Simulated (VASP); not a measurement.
# C in VASP: notebook

C is run at these levels: r2SCAN; tasks: single point.

Program: VASP 6.6.1. These are calculated values, not measurements. Logs are shortened: lines on timing, memory, paths and dates and some standing lists are left out, and cuts for length are marked.

**1. The cell of the first run**

The typed cell holds 4 atoms: a = 2.451 Å, b = 2.451 Å, c = 6.710 Å, α = 90.00°, β = 90.00°, γ = 119.97°.

**2. Single point, r2SCAN (8.73 Å³/atom)**

The input, POSCAR:

```
C
1.0
    1.2262798438     -2.1227297960      0.0000000000
    1.2262798438      2.1227297960      0.0000000000
    0.0000000000      0.0000000000      6.7104550846
C
4
Direct
    0.0833173370      0.9166826630      0.7499580672
    0.5833173370      0.4166826630      0.2500419328
    0.9166826630      0.0833173370      0.2500419328
    0.4166826630      0.5833173370      0.7499580672
```

The input, INCAR.step1:

```
SYSTEM = C
ALGO     = Normal         ! electronic algorithm
EDIFF    = 1E-4           ! SCF threshold, eV
ENCUT    = 520            ! plane-wave cutoff, eV
GGA      = PE             ! functional
ISMEAR   = 0              ! smearing method
LASPH    = .True.         ! aspherical terms in the spheres
LCHARG   = .False.        ! write CHGCAR
LREAL    = .False.        ! projectors in reciprocal space
LWAVE    = .True.         ! write WAVECAR
NBANDS   = 16             ! bands
NELM     = 100            ! most SCF steps
PREC     = Accurate       ! precision mode
SIGMA    = 0.1            ! smearing width, eV
```

The input, INCAR.step2:

```
SYSTEM = C
ALGO     = Normal         ! electronic algorithm
EDIFF    = 1E-6           ! SCF threshold, eV
ENCUT    = 520            ! plane-wave cutoff, eV
ISIF     = 2              ! what is computed and relaxed
ISMEAR   = 0              ! smearing method
ISTART   = 1            
LASPH    = .True.         ! aspherical terms in the spheres
LCHARG   = .False.        ! write CHGCAR
LMIXTAU  = .True.       
LREAL    = .False.        ! projectors in reciprocal space
LWAVE    = .False.        ! write WAVECAR
METAGGA  = R2SCAN         ! meta-GGA
NBANDS   = 16             ! bands
NELM     = 100            ! most SCF steps
PREC     = Accurate       ! precision mode
SIGMA    = 0.1            ! smearing width, eV
```

The input, KPOINTS:

```
k-points
0
Gamma
  18 18 6
  0 0 0
```

Potentials or basis: VASP PAW PBE potentials, release 64 (C).

Launch:

```
> cat potpaw_PBE.64/C/POTCAR > POTCAR
> cp INCAR.step1 INCAR
> mpirun -np 1 vasp_std > vasp.out
> cp INCAR.step2 INCAR
> mpirun -np 1 vasp_std > vasp.out
```

OUTCAR:

```text
SYSTEM = C
   EDIFF = 1E-6
   ENCUT = 520
   ISIF = 2
   ISMEAR = 0
   ISTART = 1
   LASPH = .True.
   LREAL = .False.
   METAGGA = R2SCAN
   NELM = 100
   PREC = Accurate

 ion  position               nearest neighbor table
   1  0.083  0.917  0.750-   4 1.42   4 1.42   4 1.42
   2  0.583  0.417  0.250-   3 1.42   3 1.42   3 1.42
   3  0.917  0.083  0.250-   2 1.42   2 1.42   2 1.42
   4  0.417  0.583  0.750-   1 1.42   1 1.42   1 1.42

  LATTYP: Found a base centered orthorhombic cell.
 ALAT       =     2.4525596876
 B/A-ratio  =     1.7310321186
 C/A-ratio  =     2.7361026598

  Lattice vectors:

 A1 = (   1.2262798438,  -2.1227297960,   0.0000000000)
 A2 = (   1.2262798438,   2.1227297960,   0.0000000000)
 A3 = (   0.0000000000,   0.0000000000,   6.7104550846)

Analysis of symmetry for initial positions (statically):
=====================================================================
 Subroutine PRICEL returns:
 Original cell was already a primitive cell.

 Routine SETGRP: Setting up the symmetry group for a
 base centered orthorhombic supercell.

 Subroutine GETGRP returns: Found  8 space group operations
 (whereof  4 operations were pure point group operations)
 out of a pool of  8 trial point group operations.

The static configuration has the point symmetry C_2h.
 The point group associated with its full space group is D_2h.

Analysis of symmetry for dynamics (positions and initial velocities):
=====================================================================
 Subroutine PRICEL returns:
 Original cell was already a primitive cell.

 Routine SETGRP: Setting up the symmetry group for a
 base centered orthorhombic supercell.

 Subroutine GETGRP returns: Found  8 space group operations
 (whereof  4 operations were pure point group operations)
 out of a pool of  8 trial point group operations.

The dynamic configuration has the point symmetry C_2h.
 The point group associated with its full space group is D_2h.

 Subroutine INISYM returns: Found  8 space group operations
 (whereof  4 operations are pure point group operations),
 and found     1 'primitive' translations

----------------------------------------------------------------------------------------

                                     Primitive cell

  volume of cell :      34.9354

[... 87 lines left out ...]
   LNONCOLLINEAR =      F non collinear calculations
   LSORBIT =      F    spin-orbit coupling
   LASPH  =      T    aspherical Exc in radial PAW
   ENCUT  =  520.0 eV  38.22 Ry    6.18 a.u.   4.56  4.56 12.48*2*pi/ulx,y,z
   NELM   =    100;   NELMIN=  2; NELMDL=  0     # of ELM steps
   EDIFF  = 0.1E-05   stopping-criterion for ELM
   LREAL  =      F    real-space projection
   EDIFFG = 0.1E-04   stopping-criterion for IOM
   NSW    =      0    number of steps for IOM
   IBRION =     -1    ionic relax: 0-MD 1-quasi-New 2-CG
   NFREE  =      0    steps in history (QN), initial steepest desc. (CG)
   ISIF   =      2    stress and relaxation
   ISYM   =      2    0-nonsym 1-usesym 2-fastsym
   POTIM  = 0.5000    time-step for ionic-motion
   TEBEG  =    0.0;   TEEND  =   0.0 temperature during run
   PSTRESS=    0.0 pullay stress
   NELECT =      16.0000    total number of electrons
   NUPDOWN=      -1.0000    fix difference up-down
   EMIN   =  10.00;   EMAX   =-10.00  energy-range for DOS
   EFERMI =   0.00;   METHOD = LEGACY
   ISMEAR =     0;   SIGMA  =   0.10  broadening in eV -4-tet -1-fermi 0-gaus
   EFERMI_NEDOS =   21; number of points for ismear=-14 and -15
   IALGO  =     38    algorithm
   IMIX   =      4    mixing-type and parameters
     AMIX     =   0.40;   BMIX     =  1.00
     AMIX_MAG =   1.60;   BMIX_MAG =  1.00
  volume/ion in A,a.u.               =       8.73        58.94
  Fermi-wavevector in a.u.,A,eV,Ry     =   1.261903  2.384651 21.665916  1.592400
  Thomas-Fermi vector in A             =   2.395339
   LORBIT       =      0    0 simple, 1 ext, 2 COOP (PROOUT), +10 PAW based schemes
   METAGGA = R2SCAN    functional components
   LHFCALC =     F    Hartree Fock is set to
   AEXX    =    0.0000 exact exchange contribution
   IVDW    =     0    specifies the selected vdW correction
   LEPSILON=     F    determine dielectric tensor
   LRPA    =     F    only Hartree local field effects (RPA)
 non-spin polarized calculation
 Gauss-broadening in eV      SIGMA  =   0.10
  energy-cutoff  :      520.00
  volume of cell :       34.94
 maximum number of plane-waves:       967
   NGX =  9   NGY =  9   NGZ = 25

 number of electron      15.9999995 magnetization

 Free energy of the ion-electron system (eV)
  ---------------------------------------------------
  ext. energy  EPLUGINS =         0.00000000
  ---------------------------------------------------
  free energy    TOTEN  =       -39.73604889 eV

  energy without entropy =      -39.73575251  energy(sigma->0) =      -39.73590070

 E-fermi :   4.7226     XC(G=0): -11.1537

 val. band max:        4.7211566008   @ k =   0.3333   0.3333   0.5000
 cond. band min:       4.7286257109   @ k =   0.3333   0.3333   0.5000
 fundamental gap:      0.0074691100
 Fermi energy:         4.7226282130

 k-point     1 :       0.0000    0.0000    0.0000
  band No.  band energies     occupation
      1     -16.2950      2.00000
      2     -15.9988      2.00000
      3      -4.3557      2.00000
      4      -2.3426      2.00000
      5       1.5095      2.00000
      6       1.5281      2.00000
[... 433 lines left out ...]
      3      -3.1318      2.00000
      4      -1.7524      2.00000
      5      -1.6855      2.00000
      6      -1.1937      2.00000
[... 8 lines left out ...]
     15      16.7084      0.00000
     16      16.8497      0.00000

 [... further k-points ...]
[... 5 lines left out ...]
  --------------------------------------------------------------------------------------
  -------------------------------------------------------------------------------------
  Total        0.6469255      0.6476207      0.3816115      0.0000000      0.0000000      0.0000000
  in kB       29.6687037     29.7005885     17.5011177      0.0000000      0.0000000      0.0000000
  external PRESSURE =      25.6234700 kB  Pullay stress =       0.0000000 kB

 VOLUME and BASIS-vectors are now :
 -----------------------------------------------------------------------------
  energy-cutoff  :      520.00
  volume of cell :       34.94
      direct lattice vectors                 reciprocal lattice vectors
     1.226279844 -2.122729796  0.000000000     0.407737273 -0.235545759  0.000000000
     1.226279844  2.122729796  0.000000000     0.407737273  0.235545759  0.000000000
     0.000000000  0.000000000  6.710455085     0.000000000  0.000000000  0.149021190

 POSITION                                       TOTAL-FORCE (eV/Angst)
 -----------------------------------------------------------------------------------
      1.22628      1.76901      5.03256         0.000000      0.000179      0.000227
      1.22628     -0.35372      1.67790         0.000000      0.000179     -0.000227
      1.22628     -1.76901      1.67790         0.000000     -0.000179     -0.000227
      1.22628      0.35372      5.03256         0.000000     -0.000179      0.000227
 -----------------------------------------------------------------------------------
    total drift:                               -0.000000     -0.000000      0.000000

  FREE ENERGIE OF THE ION-ELECTRON SYSTEM (eV)
  ---------------------------------------------------
  free  energy   TOTEN  =       -39.7360488940 eV

  energy  without entropy=      -39.7357525095  energy(sigma->0) =      -39.73590070
```

OUTCAR.step1:

```text
SYSTEM = C
   EDIFF = 1E-4
   ENCUT = 520
   GGA = PE
   ISMEAR = 0
[... 688 lines left out ...]
      1.22628      1.76901      5.03256         0.000000      0.005522      0.000229
      1.22628     -0.35372      1.67790         0.000000      0.005522     -0.000229
      1.22628     -1.76901      1.67790         0.000000     -0.005522     -0.000229
      1.22628      0.35372      5.03256         0.000000     -0.005522      0.000229
 -----------------------------------------------------------------------------------
    total drift:                               -0.000000     -0.000000      0.000000

  FREE ENERGIE OF THE ION-ELECTRON SYSTEM (eV)
  ---------------------------------------------------
  free  energy   TOTEN  =       -36.8277749694 eV

  energy  without entropy=      -36.8274672796  energy(sigma->0) =      -36.82762112
```

Wall time 7.7 min (1 thread of Intel Xeon Platinum 8259CL at 2.50GHz (Skylake/Cascade Lake), shared host); peak memory 0.26 GiB.

What came out:

```
Free energy : -39.7360 eV
Pressure    : 2.6 GPa
```

Caveat: the PAW data sets were made with another functional, which shifts forces and pressure a little.

**3. Single point, r2SCAN (9.01 Å³/atom)**

This run uses another cell than the first one, of 9.01 Å³/atom.

The input, POSCAR:

```
C
1.0
    1.2273754408     -2.1249283862      0.0000000000
    1.2273754408      2.1249283862      0.0000000000
    0.0000000000      0.0000000000      6.9112791263
C
4
Direct
    0.0833215637      0.9166784363      0.7499700444
    0.5833215637      0.4166784363      0.2500299556
    0.9166784363      0.0833215637      0.2500299556
    0.4166784363      0.5833215637      0.7499700444
```

The input, INCAR.step1:

```
PREC = Accurate ; ENCUT = 520
ISMEAR = 0 ; SIGMA = 0.1
LREAL = False ; LASPH = True
NELM = 80 ; NBANDS = 16
GGA = PE ; ALGO = Normal
EDIFF = 1E-4 ; LWAVE = True
LCHARG = False
```

The input, INCAR.step2:

```
PREC = Accurate ; ENCUT = 520
EDIFF = 1E-7 ; ISMEAR = 0
SIGMA = 0.1 ; LREAL = False
LASPH = True ; NELM = 80
ALGO = Normal ; ISIF = 2
LWAVE = False ; LCHARG = False
METAGGA = R2SCAN ; LMIXTAU = True
NBANDS = 16 ; ISTART = 1
```

The input, KPOINTS:

```
regular mesh
0
Gamma
  18 18 6
```

Potentials or basis: VASP PAW PBE potentials, release 64 (C).

Launch:

```
> cat potpaw_PBE.64/C/POTCAR > POTCAR
> cp INCAR.step1 INCAR
> mpirun -np 1 vasp_std > vasp.out
> cp INCAR.step2 INCAR
> mpirun -np 1 vasp_std > vasp.out
```

OUTCAR:

```text
PREC = Accurate
   ENCUT = 520
   EDIFF = 1E-7
   ISMEAR = 0
   LREAL = False
   LASPH = True
   NELM = 80
   ISIF = 2
   METAGGA = R2SCAN
   ISTART = 1

 ion  position               nearest neighbor table
   1  0.083  0.917  0.750-   4 1.42   4 1.42   4 1.42
   2  0.583  0.417  0.250-   3 1.42   3 1.42   3 1.42
   3  0.917  0.083  0.250-   2 1.42   2 1.42   2 1.42
   4  0.417  0.583  0.750-   1 1.42   1 1.42   1 1.42

  LATTYP: Found a base centered orthorhombic cell.
[... 650 lines left out ...]
     15      16.4101      0.00000
     16      16.5240      0.00000

 [... further k-points ...]
[... 5 lines left out ...]
  --------------------------------------------------------------------------------------
  -------------------------------------------------------------------------------------
  Total        0.4029672      0.4037192      0.1422649      0.0000000     -0.0000000      0.0000000
  in kB       17.9089492     17.9423707      6.3226377      0.0000000     -0.0000000      0.0000000
  external PRESSURE =      14.0579859 kB  Pullay stress =       0.0000000 kB

 VOLUME and BASIS-vectors are now :
 -----------------------------------------------------------------------------
  energy-cutoff  :      520.00
  volume of cell :       36.05
      direct lattice vectors                 reciprocal lattice vectors
     1.227375441 -2.124928386  0.000000000     0.407373313 -0.235302047  0.000000000
     1.227375441  2.124928386  0.000000000     0.407373313  0.235302047  0.000000000
     0.000000000  0.000000000  6.911279126     0.000000000  0.000000000  0.144691016

 POSITION                                       TOTAL-FORCE (eV/Angst)
 -----------------------------------------------------------------------------------
      1.22738      1.77082      5.18325         0.000000      0.000156      0.000113
      1.22738     -0.35410      1.72803         0.000000      0.000156     -0.000113
      1.22738     -1.77082      1.72803         0.000000     -0.000156     -0.000113
      1.22738      0.35410      5.18325         0.000000     -0.000156      0.000113
 -----------------------------------------------------------------------------------
    total drift:                                0.000000      0.000000      0.000000

  FREE ENERGIE OF THE ION-ELECTRON SYSTEM (eV)
  ---------------------------------------------------
  free  energy   TOTEN  =       -39.7455162261 eV

  energy  without entropy=      -39.7451808312  energy(sigma->0) =      -39.74534853
```

It took 9.5 min on 1 thread of Intel Xeon Platinum 8259CL at 2.50GHz (Skylake/Cascade Lake), shared host; peak memory 0.26 GiB.

What came out:

```
Free energy : -39.7455 eV
Pressure    : 1.4 GPa
```

Stress tensor (GPa, compression positive):
```
1.79 0.00 0.00
0.00 1.79 0.00
0.00 0.00 0.63
```

Caveat: the PAW data sets were made with another functional, which shifts forces and pressure a little.

[end of part 1 of 3]
